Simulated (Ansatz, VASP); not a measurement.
**Two plane-wave programs on TaF3**

```xyz
4
Lattice="4.0087 -0.6167 -0.6167 -0.6167 4.0087 -0.6167 -0.6167 -0.6167 4.0087" Properties=species:S:1:pos:R:3 pbc="T T T"
Ta    0.0000    0.0000    0.0000
F     2.0043   -0.3084   -0.3084
F    -0.3084    2.0043   -0.3084
F    -0.3084   -0.3084    2.0043
```

Alike in both runs: task single point; functional PBEsol; k mesh 14 × 14 × 14; occupations gaussian, width 0.15 eV; no spin polarisation.

```csv
,VASP,Ansatz
version,VASP 6.6.1,Ansatz 0.2.0
potentials or method,"VASP PAW PBE potentials, release 64 (Ta_pv, F), cutoff 520 eV","scalar-relativistic, plane waves, PAW"
valence electrons in the cell,32,34
```

```tsv
	VASP	Ansatz	Ansatz less VASP
gap on the k mesh at the Fermi level (eV)	none	none	-
pressure (GPa)	-3.2	-3.2	-0.08
traceless stress, the component that is largest in VASP (GPa)	1.97	2.06	+0.083
```

VASP's potentials were made for PBE, not for PBEsol. A gap of «none» marks a metal or a gap that the smearing closes. With one functional, cell and mesh, what is left measures potentials, basis and numerics. VASP's potentials hold 32 valence electrons a cell and Ansatz's 34, so a difference there can come from the potentials and not from the codes.

Spin-orbit coupling is off throughout.
